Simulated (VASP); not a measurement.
Write the native input for VASP 6.6.1 that does the following.

* Task: single point
* Functional: PBEsol
* Potentials or basis: VASP PAW PBE potentials, release 64 (Ba_sv, Hf_pv, O)
* Cutoff: 600 eV
* k mesh: 6 × 6 × 6
* Occupations: gaussian, width 0.02 eV
* Spin: no spin polarisation
* Dipole correction: no
* Further INCAR settings: ALGO = Normal; EDIFF = 1e-06; NBANDS = 27

The structure of BaHfO3 lies in POSCAR:

```
BaHfO3
1.0
    4.1581192572      0.0000000000      0.0000000000
    0.0000000000      4.1581192572      0.0000000000
    0.0000000000      0.0000000000      4.1581192572
Ba Hf O
1 1 3
Direct
    0.0000000000      0.0000000000      0.0000000000
    0.5000000000      0.5000000000      0.5000000000
    0.5000000000      0.5000000000      0.0000000000
    0.0000000000      0.5000000000      0.5000000000
    0.5000000000      0.0000000000      0.5000000000
```

These files were run (other wordings do the same):

INCAR

```
PREC = Accurate ; ENCUT = 600
EDIFF = 1E-6 ; ISMEAR = 0
SIGMA = 0.02 ; LREAL = F
LASPH = T ; NELM = 120
ALGO = Normal ; ISIF = 2
LWAVE = F ; LCHARG = F
GGA = PS ; NBANDS = 27
GGA_COMPAT = F
```

KPOINTS

```
Automatic mesh
0
Gamma
  6 6 6
```

Potentials or basis: VASP PAW PBE potentials, release 64 (Ba_sv, Hf_pv, O).

Launch:

```console
$ cat potpaw_PBE.64/Ba_sv/POTCAR potpaw_PBE.64/Hf_pv/POTCAR potpaw_PBE.64/O/POTCAR > POTCAR
$ mpirun -np 1 vasp_std > vasp.out
```

Results of the run:

```
Pressure               : -0.6 GPa
Band gap on the k mesh : 3.50 eV (least direct gap 3.70 eV)
```

Caveat: the PAW data sets were made with another functional, which shifts forces and pressure a little; spin-orbit coupling is left out, which moves the levels of the heavy elements.

Run time: 49 s on 1 thread of Intel(R) Xeon(R) Platinum 8175M CPU @ 2.50GHz (Skylake/Cascade Lake), with other jobs on the host, peak memory 0.23 GiB.
